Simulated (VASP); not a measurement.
# BeGe (P-3m1) in VASP: notebook, part 2 of 2

VASP 6.6.1. Earlier steps stand in the parts before.

## Step 4: Relaxation of cell and atoms, PBE

This run uses another cell than the first one, of 14.92 Å³/atom.

The input, INCAR:

```
  PREC = Accurate
  ENCUT = 600
  EDIFF = 1E-7
  ISMEAR = 0
  SIGMA = 0.1
  LREAL = False
  LASPH = True
  NELM = 60
  ALGO = Normal
  ISIF = 3
  LWAVE = False
  LCHARG = False
  GGA = PE
  IBRION = 2
  NSW = 100
  EDIFFG = -0.01
```

The input, KPOINTS:

```
regular mesh
0
Gamma
  18 18 6
```

The input, POSCAR:

```
BeGe
1.0
    2.7877242221      0.0000000000      0.0000000000
   -1.3938621110      2.4142399951      0.0000000000
    0.0000000000      0.0000000000      8.8651537696
Be Ge
2 2
Direct
    0.6666666667      0.3333333333      0.9095068068
    0.3333333333      0.6666666667      0.0904931932
    0.3333333333      0.6666666667      0.6886006825
    0.6666666667      0.3333333333      0.3113993175
```

Potentials or basis: VASP PAW PBE potentials, release 64 (Be, Ge_d).

On the command line:

```console
cat potpaw_PBE.64/Be/POTCAR potpaw_PBE.64/Ge_d/POTCAR > POTCAR
mpirun -np 1 vasp_std > vasp.out
```

OUTCAR:

```text
PREC = Accurate
   ENCUT = 600
   EDIFF = 1E-7
   ISMEAR = 0
   LREAL = False
   LASPH = True
   NELM = 60
   ISIF = 3
   GGA = PE
   IBRION = 2
   NSW = 100
   EDIFFG = -0.01

 ion  position               nearest neighbor table
   1  0.667  0.333  0.910-   2 2.27   2 2.27   2 2.27   3 2.53   3 2.53   3 2.53
   2  0.333  0.667  0.090-   1 2.27   1 2.27   1 2.27   4 2.53   4 2.53   4 2.53
   3  0.333  0.667  0.689-   1 2.53   1 2.53   1 2.53
   4  0.667  0.333  0.311-   2 2.53   2 2.53   2 2.53

  LATTYP: Found a hexagonal cell.
 ALAT       =     2.7877242221
 C/A-ratio  =     3.1800684226

  Lattice vectors:

 A1 = (   2.7877242221,   0.0000000000,   0.0000000000)
 A2 = (  -1.3938621110,   2.4142399951,   0.0000000000)
 A3 = (   0.0000000000,   0.0000000000,   8.8651537696)

Analysis of symmetry for initial positions (statically):
=====================================================================
 Subroutine PRICEL returns:
 Original cell was already a primitive cell.

 Routine SETGRP: Setting up the symmetry group for a
 hexagonal supercell.

 Subroutine GETGRP returns: Found 12 space group operations
 (whereof 12 operations were pure point group operations)
 out of a pool of 24 trial point group operations.

[... 276 lines left out ...]
  free  energy   TOTEN  =       -14.7345570790 eV

  energy  without entropy=      -14.7292425281  energy(sigma->0) =      -14.73189980

[... ionic steps 4 to 9 ...]

--------------------------------------- Ionic step       10  -------------------------------------------

 number of electron      31.9999991 magnetization

------------------------ aborting loop because EDIFF is reached ----------------------------------------
[... 71 lines left out ...]
--------------------------------------- Ionic step       12  -------------------------------------------

 number of electron      31.9999990 magnetization

 Free energy of the ion-electron system (eV)
  ---------------------------------------------------
  ext. energy  EPLUGINS =         0.00000000
  ---------------------------------------------------
  free energy    TOTEN  =       -14.73799783 eV

  energy without entropy =      -14.73270130  energy(sigma->0) =      -14.73534957

 E-fermi :   5.6674     XC(G=0): -10.3761

 val. band max:        5.6650339839   @ k =   0.2778   0.2222   0.1667
 cond. band min:       5.6796050459   @ k =   0.2222   0.1667   0.3333
 fundamental gap:      0.0145710620
 Fermi energy:         5.6673537059

 k-point     1 :       0.0000    0.0000    0.0000
  band No.  band energies     occupation
      1     -19.0216      2.00000
      2     -19.0216      2.00000
      3     -19.0215      2.00000
      4     -19.0215      2.00000
      5     -19.0186      2.00000
      6     -19.0160      2.00000
[... 541 lines left out ...]
     19       7.9758      0.00000
     20       8.6777      0.00000

 [... further k-points ...]

------------------------ aborting loop because EDIFF is reached ----------------------------------------

  FORCE on cell =-STRESS in cart. coord.  units (eV):
  Direction    XX          YY          ZZ          XY          YZ          ZX
  --------------------------------------------------------------------------------------
  -------------------------------------------------------------------------------------
  Total       -0.0150536     -0.0150536     -0.0166728     -0.0000000      0.0000000     -0.0000000
  in kB       -0.3935526     -0.3935526     -0.4358843     -0.0000000      0.0000000     -0.0000000
  external PRESSURE =      -0.4076632 kB  Pullay stress =       0.0000000 kB
[... 19 lines left out ...]
  FREE ENERGIE OF THE ION-ELECTRON SYSTEM (eV)
  ---------------------------------------------------
  free  energy   TOTEN  =       -14.7379978329 eV

  energy  without entropy=      -14.7327012996  energy(sigma->0) =      -14.73534957

 reached required accuracy - stopping structural energy minimisation
```

OSZICAR:

```text
N       E                     dE             d eps       ncg     rms          rms(c)
[... 111 lines left out ...]
DAV:   2    -0.147420681798E+02    0.97562E-02   -0.44352E-02 10384   0.318E+00    0.373E-01
DAV:   3    -0.147383214084E+02    0.37468E-02   -0.85426E-03 10628   0.133E+00    0.874E-02
DAV:   4    -0.147380728088E+02    0.24860E-03   -0.49226E-04  8976   0.252E-01    0.456E-02
DAV:   5    -0.147379986203E+02    0.74189E-04   -0.20091E-04 11160   0.239E-01    0.153E-02
DAV:   6    -0.147379985719E+02    0.48351E-07   -0.13212E-05  9760   0.342E-02    0.448E-03
DAV:   7    -0.147379979224E+02    0.64951E-06   -0.23932E-06 10900   0.289E-02    0.144E-03
DAV:   8    -0.147379977994E+02    0.12302E-06   -0.90364E-08  5608   0.348E-03    0.310E-04
DAV:   9    -0.147379978329E+02   -0.33461E-07   -0.25686E-08  4728   0.285E-03
  12 F= -.14737998E+02 E0= -.14735350E+02  d E =-.992261E-03
```

CONTCAR:

```text
BeGe
   1.00000000000000
     2.7714586412162090   -0.0000000000003452   -0.0000000000000001
    -1.3857293205586936    2.4001535888472114    0.0000000000000001
    -0.0000000000000004    0.0000000000000002    9.2129841466112659
  Be              Ge
     2     2
Direct
     0.6666666667000030    0.3333333332999970    0.9109500444465990
     0.3333333332999970    0.6666666667000030    0.0890499555534009
     0.3333333332999970    0.6666666667000030    0.6962172733087517
     0.6666666667000030    0.3333333332999970    0.3037827266912483

  0.00000000E+00  0.00000000E+00  0.00000000E+00
  0.00000000E+00  0.00000000E+00  0.00000000E+00
  0.00000000E+00  0.00000000E+00  0.00000000E+00
  0.00000000E+00  0.00000000E+00  0.00000000E+00
```

Run time: 25 min. Hardware: 1 thread of Intel Xeon Platinum 8259CL at 2.50GHz (Skylake/Cascade Lake), shared host; peak memory 0.41 GiB.

What came out:

| Quantity | Value |
| --- | --- |
| Free energy | -14.7380 eV |
| Relaxed volume | 15.32 Å³/atom |
| Relaxed cell | a = 2.771 Å, b = 2.771 Å, c = 9.213 Å, α = 90.00°, β = 90.00°, γ = 120.00° |
| Space group after relaxing (to 0.1 Å) | P-3m1 (No. 164) |
| Energy gained by relaxing | 2.5 meV/atom |
| Ionic steps | 12 |
| Pressure after relaxing | 0.0 GPa |
| Largest force after relaxing | 0.004 eV/Å |
| Band gap on the k mesh | zero (bands 16 and 17 overlap by 6.53 eV) |

Forces on the atoms (eV/Å):
```
Be   0.000  0.000 -0.003
Be   0.000  0.000  0.003
Ge   0.000  0.000 -0.004
Ge   0.000  0.000  0.004
```

The path:
| step | energy change (eV) | largest force (eV/Å) | pressure (GPa) | volume (Å³) |
| --- | --- | --- | --- | --- |
| 1 | 0.0000 | 0.0731 | 0.29 | 59.66 |
| 2 | -0.0047 | 0.0367 | 0.05 | 59.89 |
| 3 | -0.0067 | 0.0653 | -0.43 | 60.36 |
| 4 | -0.0071 | 0.0525 | -0.28 | 60.24 |
| 5 | -0.0077 | 0.0330 | 0.08 | 59.97 |
| 6 | -0.0077 | 0.0299 | 0.16 | 59.93 |
| 7 | -0.0080 | 0.0314 | 0.14 | 60.00 |
| 8 | -0.0088 | 0.0353 | 0.10 | 60.20 |
| 9 | -0.0092 | 0.0677 | 0.06 | 60.60 |
| 10 | -0.0094 | 0.0615 | 0.05 | 60.67 |
| 11 | -0.0099 | 0.0423 | 0.03 | 60.87 |
| 12 | -0.0102 | 0.0037 | -0.04 | 61.28 |

Final structure:
```
Be Ge
1.0
     2.77146    0.00000    0.00000
    -1.38573    2.40015    0.00000
     0.00000    0.00000    9.21298
Be Ge
2 2
Direct
  0.66667 0.33333 0.91095
  0.33333 0.66667 0.08905
  0.33333 0.66667 0.69622
  0.66667 0.33333 0.30378
```

Levels at points of the mesh, in eV from the Fermi level:
| k point | band 12 | band 13 | band 14 | band 15 | band 16 | band 17 | band 18 | band 19 | band 20 |
| --- | --- | --- | --- | --- | --- | --- | --- | --- | --- |
| (0.00, 0.00, 0.00) | -12.47 | -8.01 | -4.51 | -3.84 | 4.59 | 4.71 | 8.64 | 8.64 | 10.01 |
| (0.50, 0.00, 0.00) | -6.82 | -5.54 | -5.28 | -2.77 | -2.64 | 1.47 | 1.52 | 2.37 | 3.72 |
| (0.00, 0.00, 0.50) | -12.58 | -7.70 | -5.78 | -2.24 | 1.85 | 8.58 | 8.65 | 8.65 | 9.94 |
| (0.50, 0.00, 0.50) | -6.82 | -5.50 | -5.42 | -2.63 | -2.45 | 0.34 | 1.41 | 3.05 | 4.26 |

## Step 5: The runs side by side

```tsv
task	cell	k mesh	cutoff (eV)	gap on the mesh (eV)	pressure (GPa)
single point	a = 2.956, b = 2.956, c = 7.582 Å, angles 90.0, 90.0, 120.0°, 4 atoms, atomic positions A	6 × 6 × 2	520	none	0.5
single point	a = 2.769, b = 2.769, c = 9.184 Å, angles 90.0, 90.0, 120.0°, 4 atoms, atomic positions B	18 × 18 × 6	520	none	0.0
relaxation of cell and atoms	relaxed from a = 2.788, b = 2.788, c = 8.865 Å, angles 90.0, 90.0, 120.0°, 4 atoms, atomic positions C	18 × 18 × 6	600	none	0.0
```

Alike in all rows: level PBE; potentials or basis VASP PAW PBE potentials, release 64 (Be, Ge_d); no spin polarisation; smearing gaussian 0.1 eV.

Caveats: some runs use coarse meshes.

Total energies depend on the potentials used, so only differences within one code and one set of settings carry meaning.

The gap in the log of VASP goes by the Fermi energy; the results here count the filled bands.